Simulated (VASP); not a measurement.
# Si (P2_1/m) in VASP: a series of runs, part 2 of 3

VASP 6.6.1.

### Step 3. Single point, LDA

This run uses another cell than the first one, of 19.35 Å³/atom.

Input file INCAR:

```
PREC = Accurate
ENCUT = 520
EDIFF = 1E-6
ISMEAR = 0
SIGMA = 0.03
LREAL = False
LASPH = True
NELM = 60
ALGO = Normal
ISIF = 2
LWAVE = False
LCHARG = True
GGA = CA
LELF = True
LVHAR = True
NBANDS = 36
```

Input file KPOINTS:

```
regular mesh
0
Gamma
  10 10 4
```

Input file POSCAR:

```
Si
1.0
    2.4269962611     -5.3347841905      0.0000000000
    1.2298626267      4.9073591257      0.0000000000
    0.0000000000      0.0000000000     12.5702440454
Si
12
Direct
    0.7570666288      0.2429333712      0.9449750226
    0.2429333712      0.7570666288      0.0550249774
    0.7570666288      0.2429333712      0.5550249774
    0.2429333712      0.7570666288      0.4449750226
    0.4287015211      0.5712984789      0.1572276936
    0.5712984789      0.4287015211      0.8427723064
    0.4287015211      0.5712984789      0.3427723064
    0.5712984789      0.4287015211      0.6572276936
    0.9711041075      0.0288958925      0.9092746508
    0.0288958925      0.9711041075      0.0907253492
    0.9711041075      0.0288958925      0.5907253492
    0.0288958925      0.9711041075      0.4092746508
```

Potentials or basis: VASP PAW LDA potentials, release 64 (Si).

On the command line:

```bash
cat potpaw_LDA.64/Si/POTCAR > POTCAR
mpirun -np 1 vasp_std > vasp.out
```

OUTCAR:

```text
PREC = Accurate
   ENCUT = 520
   EDIFF = 1E-6
   ISMEAR = 0
   LREAL = False
   LASPH = True
   NELM = 60
   ISIF = 2
   GGA = CA

 ion  position               nearest neighbor table
   1  0.757  0.243  0.945-   9 2.25   2 2.28   6 2.31   2 2.33   9 3.13
   2  0.243  0.757  0.055-  10 2.25   1 2.28   5 2.31   1 2.33  10 3.13
   3  0.757  0.243  0.555-  11 2.25   4 2.28   8 2.31   4 2.33  11 3.13
   4  0.243  0.757  0.445-  12 2.25   3 2.28   7 2.31   3 2.33  12 3.13
   5  0.429  0.571  0.157-  10 2.07   2 2.31   7 2.33  10 2.46
   6  0.571  0.429  0.843-   9 2.07   1 2.31   8 2.33   9 2.46
   7  0.429  0.571  0.343-  12 2.07   4 2.31   5 2.33  12 2.46
   8  0.571  0.429  0.657-  11 2.07   3 2.31   6 2.33  11 2.46
   9  0.971  0.029  0.909-   6 2.07   1 2.25  10 2.36   6 2.46   1 3.13
  10  0.029  0.971  0.091-   5 2.07   2 2.25   9 2.36   5 2.46   2 3.13
  11  0.971  0.029  0.591-   8 2.07   3 2.25  12 2.36   8 2.46   3 3.13
  12  0.029  0.971  0.409-   7 2.07   4 2.25  11 2.36   7 2.46   4 3.13

  Warning from LATTYP: Monoclinic adjustment (A1->A3, A2->A1, A3->A2)!
  Warning from LATTYP: Got some problem with cell dimensions!
  Tried to take original basis but could not verify dimensions!
  LATTYP: Found a simple monoclinic cell.
 ALAT       =     3.6817535376
 B/A-ratio  =     3.4142003035
 C/A-ratio  =     1.3741071885
 COS(beta)  =    -0.1288439870

  Lattice vectors:

 A1 = (   3.6568588878,  -0.4274250648,   0.0000000000)
 A2 = (   0.0000000000,   0.0000000000,  12.5702440454)
 A3 = (  -1.2298626267,  -4.9073591257,   0.0000000000)

Analysis of symmetry for initial positions (statically):
=====================================================================
 Subroutine PRICEL returns:
 Original cell was already a primitive cell.

 Routine SETGRP: Setting up the symmetry group for a
 simple monoclinic supercell.

 Subroutine GETGRP returns: Found  4 space group operations
 (whereof  2 operations were pure point group operations)
 out of a pool of  4 trial point group operations.

The static configuration has the point symmetry S_2 .
 The point group associated with its full space group is C_2h.

Analysis of symmetry for dynamics (positions and initial velocities):
=====================================================================
 Subroutine PRICEL returns:
 Original cell was already a primitive cell.

 Routine SETGRP: Setting up the symmetry group for a
 simple monoclinic supercell.

 Subroutine GETGRP returns: Found  4 space group operations
 (whereof  2 operations were pure point group operations)
 out of a pool of  4 trial point group operations.

The dynamic configuration has the point symmetry S_2 .
 The point group associated with its full space group is C_2h.

 Subroutine INISYM returns: Found  4 space group operations
 (whereof  2 operations are pure point group operations),
 and found     1 'primitive' translations

----------------------------------------------------------------------------------------

                                     Primitive cell

  volume of cell :     232.1874

  direct lattice vectors                    reciprocal lattice vectors
     2.426996261 -5.334784190  0.000000000     0.265676336 -0.066582736  0.000000000
     1.229862627  4.907359126  0.000000000     0.288816424  0.131393578  0.000000000
[... 91 lines left out ...]
   dimension x,y,z NGXF=    96 NGYF=   80 NGZF=  192
   ions per type =              12
   NGX,Y,Z   is equivalent  to a cutoff of  13.62, 13.14, 12.70 a.u.
   NGXF,Y,Z  is equivalent  to a cutoff of  27.23, 26.29, 25.39 a.u.
 SYSTEM =  unknown system
   PREC   = accura    normal or accurate (medium, high low for compatibility)
   ISTART =      0    job   : 0-new  1-cont  2-samecut
   ICHARG =      2    charge: 1-file 2-atom 10-const
   ISPIN  =      1    spin polarized calculation?
   LNONCOLLINEAR =      F non collinear calculations
   LSORBIT =      F    spin-orbit coupling
   LASPH  =      T    aspherical Exc in radial PAW
   ENCUT  =  520.0 eV  38.22 Ry    6.18 a.u.  10.90  9.41 23.37*2*pi/ulx,y,z
   NELM   =     60;   NELMIN=  2; NELMDL= -5     # of ELM steps
   EDIFF  = 0.1E-05   stopping-criterion for ELM
   LREAL  =      F    real-space projection
   EDIFFG = 0.1E-04   stopping-criterion for IOM
   NSW    =      0    number of steps for IOM
   IBRION =     -1    ionic relax: 0-MD 1-quasi-New 2-CG
   NFREE  =      0    steps in history (QN), initial steepest desc. (CG)
   ISIF   =      2    stress and relaxation
   ISYM   =      2    0-nonsym 1-usesym 2-fastsym
   POTIM  = 0.5000    time-step for ionic-motion
   TEBEG  =    0.0;   TEEND  =   0.0 temperature during run
   PSTRESS=    0.0 pullay stress
   NELECT =      48.0000    total number of electrons
   NUPDOWN=      -1.0000    fix difference up-down
   EMIN   =  10.00;   EMAX   =-10.00  energy-range for DOS
   EFERMI =   0.00;   METHOD = LEGACY
   ISMEAR =     0;   SIGMA  =   0.03  broadening in eV -4-tet -1-fermi 0-gaus
   EFERMI_NEDOS =   21; number of points for ismear=-14 and -15
   IALGO  =     38    algorithm
   IMIX   =      4    mixing-type and parameters
     AMIX     =   0.40;   BMIX     =  1.00
     AMIX_MAG =   1.60;   BMIX_MAG =  1.00
  volume/ion in A,a.u.               =      19.35       130.57
  Fermi-wavevector in a.u.,A,eV,Ry     =   0.968001  1.829256 12.749005  0.937025
  Thomas-Fermi vector in A             =   2.097934
   LORBIT       =      0    0 simple, 1 ext, 2 COOP (PROOUT), +10 PAW based schemes
   GGA     = CA    functional components
   LHFCALC =     F    Hartree Fock is set to
   AEXX    =    0.0000 exact exchange contribution
   IVDW    =     0    specifies the selected vdW correction
   LEPSILON=     F    determine dielectric tensor
   LRPA    =     F    only Hartree local field effects (RPA)
 non-spin polarized calculation
 Gauss-broadening in eV      SIGMA  =   0.03
  energy-cutoff  :      520.00
  volume of cell :      232.19
 maximum number of plane-waves:      6304
 NGX is ok and might be reduce to    48
   NGX = 21   NGY = 19   NGZ = 47

 number of electron      48.0000000 magnetization

 Free energy of the ion-electron system (eV)
  ---------------------------------------------------
  ext. energy  EPLUGINS =         0.00000000
  ---------------------------------------------------
  free energy    TOTEN  =       -66.59060375 eV

  energy without entropy =      -66.58979628  energy(sigma->0) =      -66.59020001

 E-fermi :   6.2878     XC(G=0):  -9.5864

 val. band max:        6.2873381376   @ k =   0.3000   0.3000   0.2500
 cond. band min:       6.2922620951   @ k =   0.5000   0.4000   0.0000
 fundamental gap:      0.0049239575
 Fermi energy:         6.2877873643

 k-point     1 :       0.0000    0.0000    0.0000
  band No.  band energies     occupation
      1      -6.7753      2.00000
      2      -6.4721      2.00000
      3      -5.0545      2.00000
      4      -3.8462      2.00000
      5      -2.8587      2.00000
      6      -1.8652      2.00000
[... 925 lines left out ...]
     35       9.5556      0.00000
     36       9.6569      0.00000

 [... further k-points ...]

------------------------ aborting loop because EDIFF is reached ----------------------------------------

  FORCE on cell =-STRESS in cart. coord.  units (eV):
  Direction    XX          YY          ZZ          XY          YZ          ZX
  --------------------------------------------------------------------------------------
  -------------------------------------------------------------------------------------
  Total       21.7419408     16.9719591      9.6768940     23.5848174      0.0000000      0.0000000
  in kB      150.0272721    117.1126698     66.7740765    162.7437888      0.0000000      0.0000000
  external PRESSURE =     111.3046728 kB  Pullay stress =       0.0000000 kB

 VOLUME and BASIS-vectors are now :
 -----------------------------------------------------------------------------
  energy-cutoff  :      520.00
  volume of cell :      232.19
      direct lattice vectors                 reciprocal lattice vectors
     2.426996261 -5.334784190  0.000000000     0.265676336 -0.066582736  0.000000000
     1.229862627  4.907359126  0.000000000     0.288816424  0.131393578  0.000000000
     0.000000000  0.000000000 12.570244045     0.000000000  0.000000000  0.079552950

 POSITION                                       TOTAL-FORCE (eV/Angst)
 -----------------------------------------------------------------------------------
      2.13617     -2.84663     11.87857        -0.506709      0.157678     -0.392166
      1.52069      2.41920      0.69168         0.506709     -0.157678      0.392166
      2.13617     -2.84663      6.97680        -0.506709      0.157678      0.392166
      1.52069      2.41920      5.59344         0.506709     -0.157678     -0.392166
      1.74308      0.51654      1.97639         3.389780      1.057632      1.518782
      1.91378     -0.94396     10.59385        -3.389780     -1.057632     -1.518782
      1.74308      0.51654      4.30873         3.389780      1.057632     -1.518782
      1.91378     -0.94396      8.26151        -3.389780     -1.057632      1.518782
      2.39240     -5.03883     11.42980         3.152600      0.563397      0.884067
      1.26445      4.61140      1.14044        -3.152600     -0.563397     -0.884067
      2.39240     -5.03883      7.42556         3.152600      0.563397     -0.884067
      1.26445      4.61140      5.14468        -3.152600     -0.563397      0.884067
 -----------------------------------------------------------------------------------
    total drift:                               -0.000000      0.000000      0.000000

  FREE ENERGIE OF THE ION-ELECTRON SYSTEM (eV)
  ---------------------------------------------------
  free  energy   TOTEN  =       -66.5906037501 eV

  energy  without entropy=      -66.5897962774  energy(sigma->0) =      -66.59020001
```

Run time: 14 min. Hardware: 1 thread of Intel Xeon 6975P-C (Granite Rapids), shared host; peak memory 0.91 GiB.

What came out:

* Free energy: -66.5906 eV
* Pressure: 11.1 GPa
* Largest force: 3.862 eV/Å
* Band gap on the k mesh: zero (bands 24 and 25 overlap by 0.59 eV)

Forces in eV/Å, atoms in the order of the input:
```
Si  -0.507  0.158 -0.392
Si   0.507 -0.158  0.392
Si  -0.507  0.158  0.392
Si   0.507 -0.158 -0.392
Si   3.390  1.058  1.519
Si  -3.390 -1.058 -1.519
Si   3.390  1.058 -1.519
Si  -3.390 -1.058  1.519
Si   3.153  0.563  0.884
Si  -3.153 -0.563 -0.884
Si   3.153  0.563 -0.884
Si  -3.153 -0.563  0.884
```

Stress tensor (GPa, compression positive):
```
15.00 16.27  0.00
16.27 11.71  0.00
 0.00  0.00  6.68
```

Caveat: the stress differs along the axes, from 7 to 15 GPa; semilocal functionals underestimate gaps, and a narrow one can read as zero; forces of over 1 eV/Å act on the atoms, so gaps and moduli don't describe the material at rest.

### Step 4. Single point, LDA

This run uses another cell than the first one, of 25.73 Å³/atom.

Input file INCAR:

```
SYSTEM = Si
PREC = Accurate
ENCUT = 520
EDIFF = 1E-6
ISMEAR = 0
SIGMA = 0.03
LREAL = .FALSE.
LASPH = .TRUE.
NELM = 100
ALGO = Fast
ISIF = 2
LWAVE = .FALSE.
LCHARG = .FALSE.
GGA = CA
NBANDS = 36
```

Input file KPOINTS:

```
Automatic mesh
0
G
  10 10 4
  0 0 0
```

POSCAR, as its differences from that of step 3:

```diff
@@ -2,4 +2,4 @@
 1.0
-    2.4269962611     -5.3347841905      0.0000000000
-    1.2298626267      4.9073591257      0.0000000000
+    2.9114685767     -6.2041107909      0.0000000000
+    1.3152903975      5.6342107045      0.0000000000
     0.0000000000      0.0000000000     12.5702440454
```

On the command line:

```bash
cat potpaw_LDA.64/Si/POTCAR > POTCAR
mpirun -np 1 vasp_std > vasp.out
```

It took 67 min on 1 thread of Oxide Virtual Turin-like, shared host; peak memory 1.1 GiB.

Results (log left out):

| Property | Result |
| --- | --- |
| Free energy | -64.2709 eV |
| Pressure | -9.1 GPa |
| Largest force | 0.924 eV/Å |
| Band gap on the k mesh | zero (bands 24 and 25 overlap by 0.19 eV) |

Forces in eV/Å, atoms in the order of the input:
```
Si  -0.073 -0.129 -0.013
Si   0.073  0.129  0.013
Si  -0.073 -0.129  0.013
Si   0.073  0.129 -0.013
Si   0.621  0.488 -0.478
Si  -0.621 -0.488  0.478
Si   0.621  0.488  0.478
Si  -0.621 -0.488 -0.478
Si   0.573  0.263  0.200
Si  -0.573 -0.263 -0.200
Si   0.573  0.263 -0.200
Si  -0.573 -0.263  0.200
```

Stress tensor (GPa, compression positive):
```
-11.08  10.31   0.00
 10.31 -13.22   0.00
  0.00   0.00  -2.92
```

Levels at points of the mesh, in eV from the Fermi level:
| k point | band 22 | band 23 | band 24 | band 25 | band 26 | band 27 |
| --- | --- | --- | --- | --- | --- | --- |
| (0.00, 0.00, 0.00) | -0.23 | -0.18 | 0.08 | 0.20 | 0.55 | 0.70 |
| (0.50, 0.00, 0.00) | -1.49 | -1.34 | -1.11 | 0.24 | 0.28 | 0.51 |
| (0.00, 0.50, 0.00) | -1.00 | -0.96 | -0.32 | 0.73 | 1.10 | 1.30 |
| (0.50, 0.50, 0.00) | -0.41 | -0.38 | -0.25 | 0.18 | 0.26 | 0.34 |
| (0.00, 0.00, 0.50) | -0.64 | -0.45 | -0.45 | 0.51 | 0.51 | 1.23 |
| (0.50, 0.00, 0.50) | -1.77 | -1.16 | -1.16 | 0.46 | 0.46 | 0.69 |
| (0.00, 0.50, 0.50) | -0.93 | -0.75 | -0.75 | 0.95 | 0.95 | 1.38 |
| (0.50, 0.50, 0.50) | -0.61 | -0.18 | -0.18 | 0.01 | 0.01 | 0.34 |

Caveat: the stress differs along the axes, from -13 to -3 GPa; semilocal functionals underestimate gaps, and a narrow one can read as zero.

### Step 5. Single point, LDA

This run uses another cell than the first one, of 19.14 Å³/atom.

Input file INCAR:

```
ALGO = Fast
EDIFF = 1E-6
ENCUT = 520
GGA = CA
ISIF = 2
ISMEAR = 0
LASPH = True
LCHARG = False
LREAL = False
LWAVE = False
NBANDS = 36
NELM = 80
PREC = Accurate
SIGMA = 0.03
```

Input file KPOINTS:

```
k-points
0
Gamma
  10 10 4
```

POSCAR, as its differences from that of step 4:

```diff
@@ -2,4 +2,4 @@
 1.0
-    2.9114685767     -6.2041107909      0.0000000000
-    1.3152903975      5.6342107045      0.0000000000
+    2.6265185335     -5.4060217013      0.0000000000
+    1.0303403543      4.8361216149      0.0000000000
     0.0000000000      0.0000000000     12.5702440454
```

On the command line:

```bash
cat potpaw_LDA.64/Si/POTCAR > POTCAR
mpirun -np 1 vasp_std > vasp.out
```

It took 60 min on 1 thread of Oxide Virtual Turin-like, shared host; peak memory 0.87 GiB.

It converged, with:

| Quantity | Value |
| --- | --- |
| Free energy | -64.3210 eV |
| Pressure | 13.0 GPa |
| Largest force | 5.563 eV/Å |
| Band gap on the k mesh | zero (bands 24 and 25 overlap by 0.78 eV) |

Forces in eV/Å, atoms in the order of the input:
```
Si  -0.792  0.299 -0.536
Si   0.792 -0.299  0.536
Si  -0.792  0.299  0.536
Si   0.792 -0.299 -0.536
Si   4.870  1.575  2.180
Si  -4.870 -1.575 -2.180
Si   4.870  1.575 -2.180
Si  -4.870 -1.575  2.180
Si   4.688  0.888  1.464
Si  -4.688 -0.888 -1.464
Si   4.688  0.888 -1.464
Si  -4.688 -0.888  1.464
```

Stress tensor (GPa, compression positive):
```
18.55 19.14  0.00
19.14 11.66  0.00
 0.00  0.00  8.86
```

Levels at points of the mesh, in eV from the Fermi level:
```csv
k point,band 22,band 23,band 24,band 25,band 26,band 27
"(0.00, 0.00, 0.00)",-0.71,-0.39,-0.24,0.11,0.82,1.02
"(0.50, 0.00, 0.00)",-2.20,-2.12,-1.82,-0.09,0.21,0.29
"(0.00, 0.50, 0.00)",-0.86,-0.71,-0.10,0.52,0.62,1.46
"(0.50, 0.50, 0.00)",-0.71,0.15,0.45,0.63,0.82,0.91
"(0.00, 0.00, 0.50)",-0.93,-0.84,-0.84,0.60,0.60,1.57
"(0.50, 0.00, 0.50)",-2.31,-1.69,-1.69,0.11,0.11,0.54
"(0.00, 0.50, 0.50)",-1.00,-0.37,-0.37,0.75,0.75,1.47
"(0.50, 0.50, 0.50)",-0.93,0.24,0.24,0.53,0.53,0.93
```

Caveat: the stress differs along the axes, from 9 to 19 GPa; semilocal functionals underestimate gaps, and a narrow one can read as zero; forces of over 1 eV/Å act on the atoms, so gaps and moduli don't describe the material at rest.

(Continued in part 3 of 3.)
